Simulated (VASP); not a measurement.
Write the native input for VASP 6.6.1 that does the following.

- Task: single point
- Functional: r2SCAN
- Potentials or basis: VASP PAW PBE potentials, release 64 (Ru_pv)
- Cutoff: 520 eV
- k mesh: 15 × 15 × 1
- Occupations: gaussian, width 0.1 eV
- Spin: no spin polarisation
- Dipole correction: no
- Further INCAR settings: ALGO = Normal; EDIFF = 1e-06; NBANDS = 43

The system is Ru, a slab with vacuum.

```xyz
5
Lattice="2.7023 0.0000 0.0000 -1.3512 2.3403 0.0000 0.0000 0.0000 23.5319" Properties=species:S:1:pos:R:3 pbc="T T T"
Ru    0.0000    1.5602    7.5000
Ru    1.3512    0.7801    9.6330
Ru    0.0000    1.5602   11.7660
Ru    1.3512    0.7801   13.8989
Ru    0.0000    1.5602   16.0319
```

The input as run:

POSCAR

```
Ru
1.0
    2.7023482491      0.0000000000      0.0000000000
   -1.3511741246      2.3403022336      0.0000000000
    0.0000000000      0.0000000000     23.5319310411
Ru
5
Direct
    0.3333333333      0.6666666667      0.3187158753
    0.6666666667      0.3333333333      0.4093579377
    0.3333333333      0.6666666667      0.5000000000
    0.6666666667      0.3333333333      0.5906420623
    0.3333333333      0.6666666667      0.6812841247
```

INCAR.step1

```
  ALGO = Normal
  EDIFF = 1E-4
  ENCUT = 520
  GGA = PE
  ISMEAR = 0
  LASPH = True
  LCHARG = False
  LREAL = False
  LWAVE = True
  NBANDS = 43
  NELM = 60
  PREC = Accurate
  SIGMA = 0.1
```

INCAR.step2

```
  ALGO = Normal
  EDIFF = 1E-6
  ENCUT = 520
  ISIF = 2
  ISMEAR = 0
  ISTART = 1
  LASPH = True
  LCHARG = False
  LMIXTAU = True
  LREAL = False
  LWAVE = False
  METAGGA = R2SCAN
  NBANDS = 43
  NELM = 60
  PREC = Accurate
  SIGMA = 0.1
```

KPOINTS

```
k-points
0
Gamma
  15 15 1
```

Potentials or basis: VASP PAW PBE potentials, release 64 (Ru_pv).

The run is started by

```bash
$ cat potpaw_PBE.64/Ru_pv/POTCAR > POTCAR
$ cp INCAR.step1 INCAR
$ mpirun -np 1 vasp_std > vasp.out
$ cp INCAR.step2 INCAR
$ mpirun -np 1 vasp_std > vasp.out
```

It gave:

The largest force is 0.787 eV/Å and the band gap on the k mesh is zero (bands 35 and 36 overlap by 2.53 eV).

Caveat: there is no dipole correction, which matters where the two faces differ; the PAW data sets were made with another functional, which shifts forces and pressure a little.

Wall time 25 min on 1 thread of Intel Xeon 8259CL, with other jobs on the host, peak memory 0.35 GiB.
